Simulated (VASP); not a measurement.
# Ge (I4_1/amd) in VASP: single point with r2SCAN

Aim: the single point of Ge with r2SCAN.

All numbers are computed with VASP 6.6.1; they aren't measurements. Logs are shortened: lines on timing, memory, paths and dates and some standing lists are left out, and cuts for length are marked.

### Step 1. The cell of the first run

Symmetry: I4_1/amd, No. 141, tetragonal system. Conventional cell: a = 3.942 Å, b = 3.942 Å, c = 5.720 Å, α = 90.00°, β = 90.00°, γ = 90.00°. Ge (site symmetry -4m2) has 4 Ge at 2.44 Å within 3.2 Å.

### Step 2. Single point, r2SCAN, non-collinear spin, zero start, spin-orbit coupling

The input, POSCAR:

```
Ge
1.0
    0.0000000000      2.7874140000      2.8602310000
    2.7874140000      0.0000000000      2.8602310000
    2.7874140000      2.7874140000      0.0000000000
Ge
2
Direct
    0.0000000000      0.0000000000      0.0000000000
    0.2500000000      0.2500000000      0.2500000000
```

The input, INCAR.step1:

```
ALGO = Normal
EDIFF = 1E-4
ENCUT = 520
GGA = PE
GGA_COMPAT = F
ISMEAR = 0
LASPH = T
LCHARG = F
LNONCOLLINEAR = T
LREAL = F
LSORBIT = T
LWAVE = T
MAGMOM = 0 0 0 0 0 0
NBANDS = 40
NELM = 150
PREC = Accurate
SIGMA = 0.01
```

The input, INCAR.step2:

```
ALGO = Normal
EDIFF = 1E-7
ENCUT = 520
GGA_COMPAT = F
ISIF = 2
ISMEAR = 0
ISTART = 1
LASPH = T
LCHARG = F
LMIXTAU = T
LNONCOLLINEAR = T
LORBIT = 11
LORBMOM = T
LREAL = F
LSORBIT = T
LWAVE = F
MAGMOM = 0 0 0 0 0 0
METAGGA = R2SCAN
NBANDS = 40
NELM = 150
PREC = Accurate
SIGMA = 0.01
```

The input, KPOINTS:

```
k-points
0
Gamma
  10 10 10
```

Potentials or basis: VASP PAW PBE potentials, release 64 (Ge_d).

Command:

```bash
cat potpaw_PBE.64/Ge_d/POTCAR > POTCAR
cp INCAR.step1 INCAR
mpirun -np 1 vasp_ncl > vasp.out
cp INCAR.step2 INCAR
mpirun -np 1 vasp_ncl > vasp.out
```

OUTCAR:

```text
EDIFF = 1E-7
   ENCUT = 520
   ISIF = 2
   ISMEAR = 0
   ISTART = 1
   LASPH = T
   LNONCOLLINEAR = T
   LORBIT = 11
   LREAL = F
   LSORBIT = T
   METAGGA = R2SCAN
   NELM = 150
   PREC = Accurate

 ion  position               nearest neighbor table
   1  0.000  0.000  0.000-   2 2.44   2 2.44   2 2.44   2 2.44
   2  0.250  0.250  0.250-   1 2.44   1 2.44   1 2.44   1 2.44

  LATTYP: Found a body centered tetragonal cell.
 ALAT       =     3.9419986827
 C/A-ratio  =     1.4511577655

  Lattice vectors:

 A1 = (  -2.7874140000,   0.0000000000,   2.8602310000)
 A2 = (   2.7874140000,   0.0000000000,   2.8602310000)
 A3 = (   0.0000000000,   2.7874140000,  -2.8602310000)

Analysis of symmetry for initial positions (statically):
=====================================================================
 Subroutine PRICEL returns:
 Original cell was already a primitive cell.

 Routine SETGRP: Setting up the symmetry group for a
 body centered tetragonal supercell.

 Subroutine GETGRP returns: Found 16 space group operations
 (whereof  8 operations were pure point group operations)
 out of a pool of 16 trial point group operations.

The static configuration has the point symmetry D_2d.
 The point group associated with its full space group is D_4h.

Analysis of symmetry for dynamics (positions and initial velocities):
=====================================================================
 Subroutine PRICEL returns:
 Original cell was already a primitive cell.

 Routine SETGRP: Setting up the symmetry group for a
 body centered tetragonal supercell.

 Subroutine GETGRP returns: Found 16 space group operations
 (whereof  8 operations were pure point group operations)
 out of a pool of 16 trial point group operations.

The dynamic configuration has the point symmetry D_2d.
 The point group associated with its full space group is D_4h.

Analysis of structural, dynamic, and magnetic symmetry:
=====================================================================
 Subroutine PRICEL returns:
 Original cell was already a primitive cell.

 Routine SETGRP: Setting up the symmetry group for a
 body centered tetragonal supercell.

 Subroutine GETGRP returns: Found 16 space group operations
 (whereof  8 operations were pure point group operations)
 out of a pool of 16 trial point group operations.

The overall configuration has the point symmetry D_2d.
 The point group associated with its full space group is D_4h.

 Subroutine INISYM returns: Found 16 space group operations
 (whereof  8 operations are pure point group operations),
 and found     1 'primitive' translations

----------------------------------------------------------------------------------------

                                     Primitive cell

  volume of cell :      44.4461

  direct lattice vectors                    reciprocal lattice vectors
     0.000000000  2.787414000  2.860231000    -0.179377731  0.179377731  0.174811055
     2.787414000  0.000000000  2.860231000     0.179377731 -0.179377731  0.174811055
     2.787414000  2.787414000  0.000000000     0.179377731  0.179377731 -0.174811055

  length of vectors
     3.993819999  3.993819999  3.941998683     0.308077338  0.308077338  0.308077338

  position of ions in fractional coordinates (direct lattice)
     0.000000000  0.000000000  0.000000000
     0.250000000  0.250000000  0.250000000

  ion indices of the primitive-cell ions
   primitive index   ion index
                 1           1
                 2           2

----------------------------------------------------------------------------------------

 KPOINTS: k-points

Automatic generation of k-mesh.
 Grid dimensions read from file:
 generate k-points for:   10   10   10

 Generating k-lattice:

  Cartesian coordinates                     Fractional coordinates (reciprocal lattice)
    -0.017937773  0.017937773  0.017481106     0.100000000  0.000000000  0.000000000
     0.017937773 -0.017937773  0.017481106     0.000000000  0.100000000  0.000000000
     0.017937773  0.017937773 -0.017481106    -0.000000000 -0.000000000  0.100000000

  Length of vectors
     0.030807734  0.030807734  0.030807734

  Shift w.r.t. Gamma in fractional coordinates (k-lattice)
     0.000000000  0.000000000  0.000000000

 Subroutine IBZKPT returns following result:
 ===========================================

 Found    102 irreducible k-points:

 Following reciprocal coordinates:
            Coordinates               Weight
  0.000000  0.000000  0.000000      1.000000
[... 50 lines left out ...]
   POTIM  = 0.5000    time-step for ionic-motion
   TEBEG  =    0.0;   TEEND  =   0.0 temperature during run
   PSTRESS=    0.0 pullay stress
   NELECT =      28.0000    total number of electrons
   NUPDOWN=      -1.0000    fix difference up-down
   EMIN   =  10.00;   EMAX   =-10.00  energy-range for DOS
   EFERMI =   0.00;   METHOD = LEGACY
   ISMEAR =     0;   SIGMA  =   0.01  broadening in eV -4-tet -1-fermi 0-gaus
   EFERMI_NEDOS =   21; number of points for ismear=-14 and -15
   IALGO  =     38    algorithm
   IMIX   =      4    mixing-type and parameters
     AMIX     =   0.40;   BMIX     =  1.00
     AMIX_MAG =   1.60;   BMIX_MAG =  1.00
  volume/ion in A,a.u.               =      22.22       149.97
  Fermi-wavevector in a.u.,A,eV,Ry     =   1.403404  2.652050 26.797270  1.969544
  Thomas-Fermi vector in A             =   2.526070
   LORBIT       =     11    0 simple, 1 ext, 2 COOP (PROOUT), +10 PAW based schemes
   METAGGA = R2SCAN    functional components
   LHFCALC =     F    Hartree Fock is set to
   AEXX    =    0.0000 exact exchange contribution
   IVDW    =     0    specifies the selected vdW correction
   LEPSILON=     F    determine dielectric tensor
   LRPA    =     F    only Hartree local field effects (RPA)
 Gauss-broadening in eV      SIGMA  =   0.01
  energy-cutoff  :      520.00
  volume of cell :       44.45
 maximum number of plane-waves:      2454
 NGX is ok and might be reduce to    30
   NGX = 15   NGY = 15   NGZ = 15

 number of electron      28.0000025 magnetization      -0.0000000      0.0000000      0.0000000

 number of electron      28.0000025 magnetization       0.0000000      0.0000000      0.0000000

 number of electron      28.0000025 magnetization      -0.0000000      0.0000000     -0.0000000

 Free energy of the ion-electron system (eV)
  ---------------------------------------------------
  ext. energy  EPLUGINS =         0.00000000
  ---------------------------------------------------
  free energy    TOTEN  =       -27.74551824 eV

  energy without entropy =      -27.74551824  energy(sigma->0) =      -27.74551824

 E-fermi :   5.3169     XC(G=0): -10.9169

 val. band max:        5.1557668435   @ k =   0.0000   0.0000   0.0000
 cond. band min:       5.4764652633   @ k =   0.5000   0.0000   0.0000
 fundamental gap:      0.3206984198
 Fermi energy:         5.3168837044

 k-point     1 :       0.0000    0.0000    0.0000
  band No.  band energies     occupation
      1     -20.8014      1.00000
      2     -20.8014      1.00000
      3     -20.7991      1.00000
      4     -20.7991      1.00000
      5     -20.7328      1.00000
      6     -20.7328      1.00000
[... 1021 lines left out ...]
     39      17.3065      0.00000
     40      17.3065      0.00000

 [... further k-points ...]

------------------------ aborting loop because EDIFF is reached ----------------------------------------

  FORCE on cell =-STRESS in cart. coord.  units (eV):
  Direction    XX          YY          ZZ          XY          YZ          ZX
  --------------------------------------------------------------------------------------
  -------------------------------------------------------------------------------------
  Total        0.8060422      0.8060422      0.1730342      0.0000000      0.0000000      0.0000000
  in kB       29.0558978     29.0558978      6.2374693      0.0000000      0.0000000      0.0000000
  external PRESSURE =      21.4497550 kB  Pullay stress =       0.0000000 kB

 VOLUME and BASIS-vectors are now :
 -----------------------------------------------------------------------------
  energy-cutoff  :      520.00
  volume of cell :       44.45
      direct lattice vectors                 reciprocal lattice vectors
     0.000000000  2.787414000  2.860231000    -0.179377731  0.179377731  0.174811055
     2.787414000  0.000000000  2.860231000     0.179377731 -0.179377731  0.174811055
     2.787414000  2.787414000  0.000000000     0.179377731  0.179377731 -0.174811055

 POSITION                                       TOTAL-FORCE (eV/Angst)
 -----------------------------------------------------------------------------------
      0.00000      0.00000      0.00000         0.000000      0.000000     -0.000000
      1.39371      1.39371      1.43012        -0.000000     -0.000000      0.000000
 -----------------------------------------------------------------------------------
    total drift:                                0.000000      0.000000      0.000000

  FREE ENERGIE OF THE ION-ELECTRON SYSTEM (eV)
  ---------------------------------------------------
  free  energy   TOTEN  =       -27.7455182438 eV

  energy  without entropy=      -27.7455182438  energy(sigma->0) =      -27.74551824

 orbital moment (x)

 # of ion     p       d       tot
 ----------------------------------------
  1        -0.000  -0.000  -0.000
  2        -0.000   0.000  -0.000
 ----------------------------------------
           -0.000  -0.000  -0.000

 orbital moment (y)

 # of ion     p       d       tot
 ----------------------------------------
  1         0.000  -0.000   0.000
  2         0.000  -0.000   0.000
 ----------------------------------------
            0.000  -0.000   0.000

 orbital moment (z)

 # of ion     p       d       tot
 ----------------------------------------
  1         0.000  -0.000  -0.000
  2         0.000   0.000   0.000
 ----------------------------------------
            0.000  -0.000  -0.000

 Spin-Orbit-Coupling matrix elements

 Ion:    1  E_soc:     -0.0173924
 l=   1
     0.0000000    -0.0019669    -0.0019861
    -0.0019669     0.0000000    -0.0019669
    -0.0019861    -0.0019669     0.0000000
 l=   2
     0.0000000    -0.0001857     0.0000000    -0.0001857    -0.0007400
    -0.0001857     0.0000000    -0.0005548    -0.0001857    -0.0001848
     0.0000000    -0.0005548     0.0000000    -0.0005548     0.0000000
    -0.0001857    -0.0001857    -0.0005548     0.0000000    -0.0001848
    -0.0007400    -0.0001848     0.0000000    -0.0001848     0.0000000
 l=   3
     0.0000000     0.0000000     0.0000000     0.0000000     0.0000000     0.0000000     0.0000000
     0.0000000     0.0000000     0.0000000     0.0000000     0.0000000     0.0000000     0.0000000
     0.0000000     0.0000000     0.0000000     0.0000000     0.0000000     0.0000000     0.0000000
     0.0000000     0.0000000     0.0000000     0.0000000     0.0000000     0.0000000     0.0000000
     0.0000000     0.0000000     0.0000000     0.0000000     0.0000000     0.0000000     0.0000000
     0.0000000     0.0000000     0.0000000     0.0000000     0.0000000     0.0000000     0.0000000
     0.0000000     0.0000000     0.0000000     0.0000000     0.0000000     0.0000000     0.0000000

 Ion:    2  E_soc:     -0.0173924
 l=   1
     0.0000000    -0.0019669    -0.0019861
    -0.0019669     0.0000000    -0.0019669
    -0.0019861    -0.0019669     0.0000000
 l=   2
     0.0000000    -0.0001857     0.0000000    -0.0001857    -0.0007400
    -0.0001857     0.0000000    -0.0005548    -0.0001857    -0.0001848
     0.0000000    -0.0005548     0.0000000    -0.0005548     0.0000000
    -0.0001857    -0.0001857    -0.0005548     0.0000000    -0.0001848
    -0.0007400    -0.0001848     0.0000000    -0.0001848     0.0000000
 l=   3
     0.0000000     0.0000000     0.0000000     0.0000000     0.0000000     0.0000000     0.0000000
     0.0000000     0.0000000     0.0000000     0.0000000     0.0000000     0.0000000     0.0000000
     0.0000000     0.0000000     0.0000000     0.0000000     0.0000000     0.0000000     0.0000000
     0.0000000     0.0000000     0.0000000     0.0000000     0.0000000     0.0000000     0.0000000
     0.0000000     0.0000000     0.0000000     0.0000000     0.0000000     0.0000000     0.0000000
     0.0000000     0.0000000     0.0000000     0.0000000     0.0000000     0.0000000     0.0000000
     0.0000000     0.0000000     0.0000000     0.0000000     0.0000000     0.0000000     0.0000000

 total charge

# of ion       s       p       d       tot
------------------------------------------
    1        1.102   1.312  10.026  12.440
    2        1.102   1.312  10.026  12.440
--------------------------------------------------
tot          2.204   2.624  20.052  24.880

 magnetization (x)

# of ion       s       p       d       tot
------------------------------------------
    1        0.000   0.000  -0.000   0.000
    2        0.000   0.000   0.000   0.000
--------------------------------------------------
tot          0.000   0.000   0.000   0.000

 magnetization (y)

# of ion       s       p       d       tot
------------------------------------------
    1       -0.000   0.000   0.000  -0.000
    2       -0.000   0.000   0.000  -0.000
--------------------------------------------------
tot         -0.000   0.000   0.000  -0.000

 magnetization (z)

# of ion       s       p       d       tot
------------------------------------------
    1        0.000   0.000   0.000   0.000
    2       -0.000   0.000   0.000  -0.000
--------------------------------------------------
tot         -0.000   0.000   0.000   0.000
```

Wall time 70 min (1 thread of Oxide Virtual Turin-like, shared host); peak memory 0.44 GiB.

Results:

```
Free energy                                           : -27.7455 eV
Pressure                                              : 2.1 GPa
Net moment                                            : 0.00 μB per cell
Valence electrons inside the program's atomic spheres : Ge 12.44
```

Stress tensor (GPa, compression positive):
```
2.91 0.00 0.00
0.00 2.91 0.00
0.00 0.00 0.62
```

Moments on the atoms (μB; x, y, z):
```
Ge  0.00 0.00 0.00
Ge  0.00 0.00 0.00
```

Caveat: the PAW data sets were made with another functional, which shifts forces and pressure a little.
